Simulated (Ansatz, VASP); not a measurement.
**Two plane-wave programs on TiB2**

INCAR

```
SYSTEM = TiB2
PREC = Accurate
ENCUT = 500
EDIFF = 1E-6
ISMEAR = 0
SIGMA = 0.1
LREAL = .FALSE.
LASPH = .TRUE.
NELM = 120
ALGO = Normal
ISIF = 2
LWAVE = .FALSE.
LCHARG = .FALSE.
GGA = PE
NBANDS = 16
GGA_COMPAT = .FALSE.
```

File KPOINTS:

```
Automatic mesh
0
G
  9 9 6
  0 0 0
```

POSCAR

```
TiB2
1.0
    3.0200000000      0.0000000000      0.0000000000
   -1.5100000000      2.6153967000      0.0000000000
    0.0000000000      0.0000000000      3.2000000000
Ti B
1 2
Direct
    0.0000000000      0.0000000000      0.0000000000
    0.3333333000      0.6666667000      0.5000000000
    0.6666667000      0.3333333000      0.5000000000
```

Input for Ansatz:

```yaml
crystal:
  lattice:
    - [3.02, 0.0, 0.0]
    - [-1.51, 2.6153967, 0.0]
    - [0.0, 0.0, 3.2]
  atoms:
    - { symbol: Ti, position: [0.0, 0.0, 0.0] }
    - { symbol: B, position: [0.3333333, 0.6666667, 0.5] }
    - { symbol: B, position: [0.6666667, 0.3333333, 0.5] }
basis:
  ecutwfc: 420
kpoints:
  mp_grid: { grid: [9, 9, 6] }
hamiltonian:
  xc: pbe
  pseudopotentials: { kind: paw, azcp: { folder: soft_1 } }
scf:
  occupations: { method: gaussian, width: 0.1 }
output:
  forces: true
  stress: true
  eigenvalues: true
```

Alike in both runs: task single point; functional PBE; k mesh 9 × 9 × 6; occupations gaussian, width 0.1 eV; no spin polarisation.

|  | VASP | Ansatz |
| --- | --- | --- |
| version | VASP 6.6.1 | Ansatz 0.2.0 |
| potentials or method | VASP PAW PBE potentials, release 64 (Ti_sv, B), cutoff 500 eV | scalar-relativistic, plane waves, PAW |
| valence electrons in the cell | 18 | 18 |

|  | VASP | Ansatz | Ansatz less VASP |
| --- | --- | --- | --- |
| gap on the k mesh at the Fermi level (eV) | none | none | - |
| pressure (GPa) | 4.2 | 3.9 | -0.24 |
| traceless stress, the component that is largest in VASP (GPa) | 0.08 | 0.07 | -0.004 |

A gap of «none» marks a metal or a gap that the smearing closes. With one functional, cell and mesh, what is left measures potentials, basis and numerics.
